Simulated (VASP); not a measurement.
Wanted: the native input for a VASP 6.6.1 run.

```
Task                   : relaxation of cell and atoms
Functional             : PBEsol
Potentials or basis    : VASP PAW PBE potentials, release 64 (W_sv)
Cutoff                 : 600 eV
k mesh                 : 14 × 14 × 14
Occupations            : fermi-dirac, width 0.1 eV
Spin                   : no spin polarisation
Dipole correction      : no
Further INCAR settings : ALGO = Normal; EDIFF = 1e-07; IBRION = 2; EDIFFG = -0.01; NSW = 80; ISIF = 3
```

The structure of W lies in POSCAR:

```
W
1.0
    0.0000000000      1.9936234741      1.9936234741
    1.9936234741      0.0000000000      1.9936234741
    1.9936234741      1.9936234741      0.0000000000
W
1
Direct
    0.0000000000      0.0000000000      0.0000000000
```

One way to write it, as run:

INCAR

```
SYSTEM = W
PREC = Accurate ; ENCUT = 600
EDIFF = 1E-7 ; ISMEAR = -1
SIGMA = 0.1 ; LREAL = .False.
LASPH = .True. ; NELM = 100
ALGO = Normal ; ISIF = 3
LWAVE = .False. ; LCHARG = .False.
GGA = PS ; IBRION = 2
NSW = 80 ; EDIFFG = -0.01
```

KPOINTS

```
regular mesh
0
Gamma
  14 14 14
  0 0 0
```

Potentials or basis: VASP PAW PBE potentials, release 64 (W_sv).

Launch:

```console
$ cat potpaw_PBE.64/W_sv/POTCAR > POTCAR
$ mpirun -np 1 vasp_std > vasp.out
```

Results of the run:

```
Relaxed volume                         : 16.03 Å³/atom
Relaxed cell                           : a = 2.830 Å, b = 2.830 Å, c = 2.830 Å, α = 60.00°, β = 60.00°, γ = 60.00°
Space group after relaxing (to 0.05 Å) : Fm-3m (No. 225)
Energy gained by relaxing              : 2.0 meV/atom
Ionic steps                            : 3
Pressure after relaxing                : -0.1 GPa
Band gap on the k mesh                 : zero (band 7 reaches 13.84 eV, above the bottom of band 8 at 10.05 eV)
```

Caveat: the PAW data sets were made with another functional, which shifts forces and pressure a little; spin-orbit coupling is left out, which moves the levels of the heavy elements.

Wall time 91 s on 1 thread of Intel Xeon 8259CL, on a shared host, peak memory 0.16 GiB.
